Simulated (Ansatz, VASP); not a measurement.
# Ni: VASP beside Ansatz

```
CELL_PARAMETERS angstrom
2.52465 0.00000 0.00000
0.00000 2.52465 0.00000
0.00000 0.00000 3.57202
ATOMIC_POSITIONS crystal
Ni 0.00000 0.00000 0.00000
Ni 0.50000 0.50000 0.50000
```

Alike in both runs: task single point; functional BLYP; k mesh 6 × 6 × 5; occupations fermi-dirac, width 0.1 eV; collinear spin.

|  | VASP | Ansatz |
| --- | --- | --- |
| version | VASP 6.6.1 | Ansatz 0.2.0 |
| potentials or method | VASP PAW PBE potentials, release 64 (Ni), cutoff 600 eV | plane waves (420 eV) with PAW, scalar-relativistic |
| valence electrons in the cell | 20 | 36 |

```csv
,VASP,Ansatz,Ansatz less VASP
net moment per atom (μB),0.57,0.58,+0.007
size of the moment on the site where the two differ most (μB),0.58,0.61,+0.030
```

VASP's potentials were made for PBE, not for BLYP. Site moments also hang on the region over which each program counts them. The functional is the same, so the differences come from potentials, cutoffs and numerics. VASP's potentials hold 20 valence electrons a cell and Ansatz's 36, so a difference there can come from the potentials and not from the codes.

The k mesh is coarse, so the values compare programs but aren't converged.
